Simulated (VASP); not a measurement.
Runs of VASP 6.6.1 on Ag. The structure is that of space group Fm-3m (No. 225), or close to it. The cells are those of the table. 

```tsv
task	cell	k mesh	cutoff (eV)	smearing	gap on the mesh (eV)	pressure (GPa)	relaxed volume (Å³/atom)
single point	a = 2.829 Å, angles 60.0°, 1 atom	20 × 20 × 20	520	fermi-dirac 0.15 eV	none	(a)	-
relaxation of cell and atoms	relaxed from a = 2.830 Å, angles 60.0°, 1 atom	20 × 20 × 20	600	fermi-dirac 0.15 eV	none	0.0	16.03
single point	a = 2.830 Å, angles 60.0°, 1 atom	18 × 18 × 18	520	gaussian 0.1 eV	none	0.2	-
single point	a = 2.810 Å, angles 60.0°, 1 atom	20 × 20 × 20	520	fermi-dirac 0.15 eV	none	3.1	-
relaxation of cell and atoms	relaxed from a = 2.889 Å, angles 60.0°, 1 atom	18 × 18 × 18	600	gaussian 0.1 eV	none	0.0	16.04
single point	a = 2.848 Å, angles 60.0°, 1 atom	20 × 20 × 20	520	fermi-dirac 0.15 eV	none	(b)	-
```

Alike in all rows: level LDA; potentials or basis VASP PAW LDA potentials, release 64 (Ag); no spin polarisation.

Q: Estimate the missing entries.

A: (a) 0.1; (b) -2.4.

Caveats: the cell stands under pressure (at least some runs).

A k mesh can miss the band edges, and the runs leave out spin-orbit coupling on Ag.

A gap of «none» marks levels without a gap at the run's occupations.
